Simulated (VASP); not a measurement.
Set up this calculation in VASP 6.6.1, as the native input.

| Property | Result |
| --- | --- |
| Task | single point |
| Functional | PBEsol |
| Dispersion | D3(BJ) |
| Potentials or basis | VASP PAW PBE potentials, release 64 (C) |
| Cutoff | 520 eV |
| k mesh | 21 × 21 × 8 |
| Occupations | gaussian, width 0.15 eV |
| Spin | no spin polarisation |
| Dipole correction | no |
| Further INCAR settings | ALGO = Normal; EDIFF = 1e-06; NBANDS = 16 |

The structure of C lies in POSCAR:

```
C
1.0
    2.4165418039      0.0000000000      0.0000000000
   -1.2082709020      2.0927865915      0.0000000000
    0.0000000000      0.0000000000      7.2979562478
C
4
Direct
    0.0000000000      0.0000000000      0.0025000000
    0.0000000000      0.0000000000      0.5025000000
    0.3333333333      0.6666666667      0.0025000000
    0.6666666667      0.3333333333      0.5025000000
```

These files were run (other wordings do the same):

INCAR

```
  PREC = Accurate
  ENCUT = 520
  EDIFF = 1E-6
  ISMEAR = 0
  SIGMA = 0.15
  LREAL = F
  LASPH = T
  NELM = 60
  ALGO = Normal
  ISIF = 2
  LWAVE = F
  LCHARG = F
  GGA = PS
  IVDW = 12
  NBANDS = 16
```

KPOINTS

```
Automatic mesh
0
Gamma
  21 21 8
```

Potentials or basis: VASP PAW PBE potentials, release 64 (C).

Command:

```console
$ cat potpaw_PBE.64/C/POTCAR > POTCAR
$ mpirun -np 1 vasp_std > vasp.out
```

It gave:

The pressure is 15.0 GPa. The band gap on the k mesh is zero (bands 8 and 9 overlap by 0.01 eV) and the dispersion energy per atom is -0.100 eV.

Caveat: the cell stands under pressure; the PAW data sets were made with another functional, which shifts forces and pressure a little.

Run time: 2.1 min on 1 thread of Intel Xeon 8259CL (shared host), peak memory 0.23 GiB.
